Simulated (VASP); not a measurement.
# Cl (P1) in VASP: single point with PBEsol

Aim: the single point of Cl with PBEsol.

Program: VASP 6.6.1. These are calculated values, not measurements. Logs are shortened: lines on timing, memory, paths and dates and some standing lists are left out, and cuts for length are marked.

**1. The cell of the first run**

The typed cell holds 16 atoms: a = 7.438 Å, b = 7.438 Å, c = 8.157 Å, α = 90.00°, β = 90.00°, γ = 65.42°.

**2. Single point, PBEsol**

Input file INCAR:

```
SYSTEM = Cl
  ALGO = Normal
  EDIFF = 1E-6
  ENCUT = 400
  GGA = PS
  GGA_COMPAT = .FALSE.
  ISIF = 2
  ISMEAR = -1
  LASPH = .TRUE.
  LCHARG = .FALSE.
  LREAL = .FALSE.
  LWAVE = .FALSE.
  NBANDS = 70
  NELM = 120
  PREC = Accurate
  SIGMA = 0.039
```

Input file KPOINTS:

```
k-points
0
G
  2 2 2
  0 0 0
```

Input file POSCAR:

```
Cl
1.0
    6.2585000000     -4.0196460000      0.0000000000
    6.2585000000      4.0196460000      0.0000000000
    0.0000000000      0.0000000000      8.1570220000
Cl
16
Direct
    0.4272927925      0.0873917166      0.6017054999
    0.0694854221      0.4222672343      0.3905605502
    0.3165782164      0.1949438735      0.0983928939
    0.1936917076      0.3281184706      0.8866119277
    0.4255212944      0.5575490899      0.6080699549
    0.0490271597      0.9419916148      0.3895121283
    0.3187778777      0.6873013745      0.1050085436
    0.1821462632      0.8181266456      0.8973005099
    0.9300992478      0.0654661433      0.6017332061
    0.5782661674      0.4190514007      0.4113680213
    0.7961816565      0.2083756656      0.1167544969
    0.7023242896      0.2960315464      0.8877097549
    0.9243444969      0.5698550717      0.5938053128
    0.5733999631      0.9328323609      0.4007467431
    0.8263688424      0.6831358313      0.1103647875
    0.6793365429      0.8116133653      0.9070056450
```

Potentials or basis: VASP PAW PBE potentials, release 64 (Cl).

Run with:

```console
cat potpaw_PBE.64/Cl/POTCAR > POTCAR
mpirun -np 1 vasp_std > vasp.out
```

OUTCAR:

```text
SYSTEM = Cl
   EDIFF = 1E-6
   ENCUT = 400
   GGA = PS
   ISIF = 2
   ISMEAR = -1
   LASPH = .TRUE.
   LREAL = .FALSE.
   NELM = 120
   PREC = Accurate

 ion  position               nearest neighbor table
   1  0.427  0.087  0.602-  14 2.04
   2  0.069  0.422  0.391-  13 2.03
   3  0.317  0.195  0.098-   4 2.01
   4  0.194  0.328  0.887-   3 2.01
   5  0.426  0.558  0.608-  10 1.99
   6  0.049  0.942  0.390-   9 1.99
[... 8 lines left out ...]
  15  0.826  0.683  0.110-  16 2.00
  16  0.679  0.812  0.907-  15 2.00

  LATTYP: Found a base centered orthorhombic cell.
 ALAT       =     8.0392920000
 B/A-ratio  =     1.5569779030
 C/A-ratio  =     1.0146443244

  Lattice vectors:

 A1 = (  -6.2585000000,  -4.0196460000,   0.0000000000)
 A2 = (   6.2585000000,  -4.0196460000,   0.0000000000)
 A3 = (   0.0000000000,   0.0000000000,   8.1570220000)

Analysis of symmetry for initial positions (statically):
=====================================================================
 Subroutine PRICEL returns:
 Original cell was already a primitive cell.

 Routine SETGRP: Setting up the symmetry group for a
 base centered orthorhombic supercell.

 Subroutine GETGRP returns: Found  1 space group operations
 (whereof  1 operations were pure point group operations)
 out of a pool of  8 trial point group operations.

The static configuration has the point symmetry C_1 .

Analysis of symmetry for dynamics (positions and initial velocities):
=====================================================================
 Subroutine PRICEL returns:
 Original cell was already a primitive cell.

 Routine SETGRP: Setting up the symmetry group for a
 base centered orthorhombic supercell.

 Subroutine GETGRP returns: Found  1 space group operations
 (whereof  1 operations were pure point group operations)
 out of a pool of  8 trial point group operations.

The dynamic configuration has the point symmetry C_1 .

 Subroutine INISYM returns: Found  1 space group operations
 (whereof  1 operations are pure point group operations),
 and found     1 'primitive' translations

----------------------------------------------------------------------------------------
[... 103 lines left out ...]
   NELM   =    120;   NELMIN=  2; NELMDL= -5     # of ELM steps
   EDIFF  = 0.1E-05   stopping-criterion for ELM
   LREAL  =      F    real-space projection
   EDIFFG = 0.1E-04   stopping-criterion for IOM
   NSW    =      0    number of steps for IOM
   IBRION =     -1    ionic relax: 0-MD 1-quasi-New 2-CG
   NFREE  =      0    steps in history (QN), initial steepest desc. (CG)
   ISIF   =      2    stress and relaxation
   ISYM   =      2    0-nonsym 1-usesym 2-fastsym
   POTIM  = 0.5000    time-step for ionic-motion
   TEBEG  =    0.0;   TEEND  =   0.0 temperature during run
   PSTRESS=    0.0 pullay stress
   NELECT =     112.0000    total number of electrons
   NUPDOWN=      -1.0000    fix difference up-down
   EMIN   =  10.00;   EMAX   =-10.00  energy-range for DOS
   EFERMI =   0.00;   METHOD = LEGACY
   ISMEAR =    -1;   SIGMA  =   0.04  broadening in eV -4-tet -1-fermi 0-gaus
   EFERMI_NEDOS =   21; number of points for ismear=-14 and -15
   IALGO  =     38    algorithm
   IMIX   =      4    mixing-type and parameters
     AMIX     =   0.40;   BMIX     =  1.00
     AMIX_MAG =   1.60;   BMIX_MAG =  1.00
  volume/ion in A,a.u.               =      25.65       173.10
  Fermi-wavevector in a.u.,A,eV,Ry     =   1.061877  2.006657 15.341699  1.127583
  Thomas-Fermi vector in A             =   2.197308
   LORBIT       =      0    0 simple, 1 ext, 2 COOP (PROOUT), +10 PAW based schemes
   GGA     = PS    functional components
   LHFCALC =     F    Hartree Fock is set to
   AEXX    =    0.0000 exact exchange contribution
   IVDW    =     0    specifies the selected vdW correction
   LEPSILON=     F    determine dielectric tensor
   LRPA    =     F    only Hartree local field effects (RPA)
 non-spin polarized calculation
  energy-cutoff  :      400.00
  volume of cell :      410.41
 maximum number of plane-waves:      7522
 NGX is ok and might be reduce to    50
   NGX = 25   NGY = 25   NGZ = 27

 number of electron     111.9999999 magnetization

 Free energy of the ion-electron system (eV)
  ---------------------------------------------------
  ext. energy  EPLUGINS =         0.00000000
  ---------------------------------------------------
  free energy    TOTEN  =       -31.89541256 eV

  energy without entropy =      -31.89541256  energy(sigma->0) =      -31.89541256

 E-fermi :   1.3936     XC(G=0):  -8.5247

 val. band max:        0.5117020608   @ k =   0.0000   0.0000   0.5000
 cond. band min:       2.6188549725   @ k =   0.0000   0.0000   0.0000
 fundamental gap:      2.1071529118
 Fermi energy:         1.3936168176

 k-point     1 :       0.0000    0.0000    0.0000
  band No.  band energies     occupation
      1     -16.6035      2.00000
      2     -16.3569      2.00000
      3     -16.2519      2.00000
      4     -16.2199      2.00000
      5     -16.2057      2.00000
      6     -16.1851      2.00000
[... 557 lines left out ...]
     67       9.2122      0.00000
     68       9.3593      0.00000
 [bands above 68 left out]

------------------------ aborting loop because EDIFF is reached ----------------------------------------

  FORCE on cell =-STRESS in cart. coord.  units (eV):
  Direction    XX          YY          ZZ          XY          YZ          ZX
  --------------------------------------------------------------------------------------
  -------------------------------------------------------------------------------------
  Total        1.9477729      0.5192392     -1.4287863      0.0358084     -0.8233335     -0.0615512
  in kB        7.6037740      2.0270217     -5.5777388      0.1397901     -3.2141539     -0.2402852
  external PRESSURE =       1.3510190 kB  Pullay stress =       0.0000000 kB

 VOLUME and BASIS-vectors are now :
 -----------------------------------------------------------------------------
  energy-cutoff  :      400.00
  volume of cell :      410.41
      direct lattice vectors                 reciprocal lattice vectors
     6.258500000 -4.019646000  0.000000000     0.079891348 -0.124389063  0.000000000
     6.258500000  4.019646000  0.000000000     0.079891348  0.124389063  0.000000000
     0.000000000  0.000000000  8.157022000     0.000000000  0.000000000  0.122593760

 POSITION                                       TOTAL-FORCE (eV/Angst)
 -----------------------------------------------------------------------------------
      3.22115     -1.36628      4.90813        -0.116017     -0.469452     -0.078545
      3.07763      1.41806      3.18581         0.060976      0.472181      0.105915
      3.20136     -0.48893      0.80259        -0.020852      0.111896      0.026417
      3.26575      0.54035      7.23211        -0.086361     -0.075022      0.036809
      6.15255      0.53071      4.96004         0.105991      0.087019      0.366597
      6.20229      3.58940      3.17726         0.049534     -0.138217     -0.275598
[... 8 lines left out ...]
      9.44724     -0.57575      0.90025        -0.059384      0.003504      0.179752
      9.33111      0.53171      7.39847         0.058458     -0.027518     -0.258258
 -----------------------------------------------------------------------------------
    total drift:                                0.000476      0.000031     -0.000367

  FREE ENERGIE OF THE ION-ELECTRON SYSTEM (eV)
  ---------------------------------------------------
  free  energy   TOTEN  =       -31.8954125636 eV

  energy  without entropy=      -31.8954125635  energy(sigma->0) =      -31.89541256
```

OSZICAR:

```text
N       E                     dE             d eps       ncg     rms          rms(c)
DAV:   1     0.767665386612E+03    0.76767E+03   -0.43200E+04  1120   0.113E+03
DAV:   2     0.320425637994E+02   -0.73562E+03   -0.71334E+03  1504   0.245E+02
DAV:   3    -0.325443706513E+02   -0.64587E+02   -0.63785E+02  1280   0.843E+01
DAV:   4    -0.337716987839E+02   -0.12273E+01   -0.12246E+01  1248   0.137E+01
DAV:   5    -0.338060713988E+02   -0.34373E-01   -0.34357E-01  1268   0.217E+00    0.340E+01
DAV:   6    -0.323862642773E+02    0.14198E+01   -0.10108E+00  1216   0.355E+00    0.223E+01
DAV:   7    -0.319509668314E+02    0.43530E+00   -0.22151E+00  1240   0.509E+00    0.185E+00
DAV:   8    -0.318944187620E+02    0.56548E-01   -0.29579E-01  1216   0.204E+00    0.874E-01
DAV:   9    -0.318951512257E+02   -0.73246E-03   -0.11403E-02  1226   0.370E-01    0.239E-01
DAV:  10    -0.318953613943E+02   -0.21017E-03   -0.58337E-04  1288   0.893E-02    0.926E-02
DAV:  11    -0.318953960212E+02   -0.34627E-04   -0.44044E-05  1322   0.305E-02    0.385E-02
DAV:  12    -0.318954101737E+02   -0.14152E-04   -0.33897E-05  1376   0.232E-02    0.133E-02
DAV:  13    -0.318954123028E+02   -0.21292E-05   -0.38577E-06  1032   0.761E-03    0.750E-03
DAV:  14    -0.318954125636E+02   -0.26072E-06   -0.75066E-07   704   0.356E-03
   1 F= -.31895413E+02 E0= -.31895413E+02  d E =-.756367E-10
```

stdout:

```text
POSCAR found type information on POSCAR Cl
 POSCAR found :  1 types and      16 ions
 scaLAPACK will be used
 -----------------------------------------------------------------------------
|                                                                             |
|                                                                             |
|     You enforced a specific xc type in the INCAR file but a different       |
|     I HOPE YOU KNOW WHAT YOU ARE DOING!                                     |
|                                                                             |
 -----------------------------------------------------------------------------

 LDA part: xc-table for (Slater+PW92), standard interpolation
 POSCAR, INCAR and KPOINTS ok, starting setup
 FFT: planning ... GRIDC
 FFT: planning ... GRID_SOFT
 FFT: planning ... GRID
 WAVECAR not read
 entering main loop
```

Wall time 2.5 min (1 thread of Intel Xeon 6975P-C (Granite Rapids), shared host); peak memory 0.37 GiB.

Results:

| Item | Value |
| --- | --- |
| Free energy | -31.8954 eV |
| Pressure | 0.1 GPa |
| Largest force | 0.634 eV/Å |
| Band gap on the k mesh | 2.11 eV (least direct gap 2.21 eV) |

Forces in eV/Å, atoms in the order of the input:
```
Cl  -0.116 -0.469 -0.079
Cl   0.061  0.472  0.106
Cl  -0.021  0.112  0.026
Cl  -0.086 -0.075  0.037
Cl   0.106  0.087  0.367
Cl   0.050 -0.138 -0.276
Cl  -0.011  0.062  0.001
Cl   0.028 -0.022 -0.039
Cl   0.003 -0.087  0.531
Cl  -0.001  0.208 -0.599
Cl  -0.015 -0.330 -0.090
Cl   0.025  0.225  0.075
Cl   0.011 -0.492 -0.065
Cl  -0.033  0.473  0.083
Cl  -0.059  0.004  0.180
Cl   0.058 -0.028 -0.258
```

Stress tensor (GPa, compression positive):
```
 0.76  0.01 -0.02
 0.01  0.20 -0.32
-0.02 -0.32 -0.56
```

Levels at points of the mesh, in eV from the valence-band top:
| k point | band 52 | band 53 | band 54 | band 55 | band 56 | band 57 | band 58 | band 59 | band 60 | band 61 |
| --- | --- | --- | --- | --- | --- | --- | --- | --- | --- | --- |
| (0.00, 0.00, 0.00) | -0.36 | -0.34 | -0.28 | -0.19 | -0.11 | 2.11 | 2.21 | 2.70 | 2.75 | 2.79 |
| (0.50, 0.00, 0.00) | -0.39 | -0.34 | -0.32 | -0.25 | -0.24 | 2.19 | 2.29 | 2.36 | 2.51 | 2.75 |
| (0.00, 0.50, 0.00) | -0.39 | -0.34 | -0.31 | -0.28 | -0.26 | 2.18 | 2.30 | 2.36 | 2.51 | 2.74 |
| (0.50, 0.50, 0.00) | -0.53 | -0.34 | -0.28 | -0.22 | -0.18 | 2.16 | 2.23 | 2.71 | 2.76 | 2.79 |
| (0.00, 0.00, 0.50) | -0.20 | -0.16 | -0.14 | -0.01 | 0.00 | 2.27 | 2.30 | 2.36 | 2.48 | 2.50 |
| (0.50, 0.00, 0.50) | -0.40 | -0.37 | -0.34 | -0.28 | -0.22 | 2.32 | 2.34 | 2.49 | 2.58 | 2.62 |
| (0.00, 0.50, 0.50) | -0.47 | -0.35 | -0.34 | -0.29 | -0.24 | 2.30 | 2.37 | 2.49 | 2.57 | 2.62 |
| (0.50, 0.50, 0.50) | -0.45 | -0.34 | -0.30 | -0.11 | -0.07 | 2.30 | 2.31 | 2.41 | 2.51 | 2.52 |

Caveat: the k points lie up to 0.46 Å⁻¹ apart; the atoms stand as in a frame of molecular dynamics; this functional lacks dispersion, which holds the molecules together, so the pressure and a relaxed volume are unreliable; the PAW data sets were made with another functional, which shifts forces and pressure a little. A k mesh can miss the band edges.
